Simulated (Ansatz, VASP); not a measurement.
# Al in VASP and in Ansatz

```
CELL_PARAMETERS angstrom
-1.58054 1.58054 1.58054
1.58054 -1.58054 1.58054
1.58054 1.58054 -1.58054
ATOMIC_POSITIONS crystal
Al 0.00000 0.00000 0.00000
```

Alike in both runs: task single point; functional LDA; k mesh 12 × 12 × 12; occupations fermi-dirac, width 0.05 eV; no spin polarisation.

```csv
,VASP,Ansatz
version,VASP 6.6.1,Ansatz 0.2.0
potentials or method,"VASP PAW LDA potentials, release 64 (Al)",Ansatz PAW
plane-wave cutoff (eV),520,420
valence electrons in the cell,3,3
```

|  | VASP | Ansatz | Ansatz less VASP |
| --- | --- | --- | --- |
| gap on the k mesh at the Fermi level (eV) | none | none | - |
| pressure (GPa) | 2.2 | 2.1 | -0.09 |

LDA's correlation is that of Perdew and Zunger in VASP and of Perdew and Wang (1992) in Ansatz. A gap of «none» marks a metal or a gap that the smearing closes.
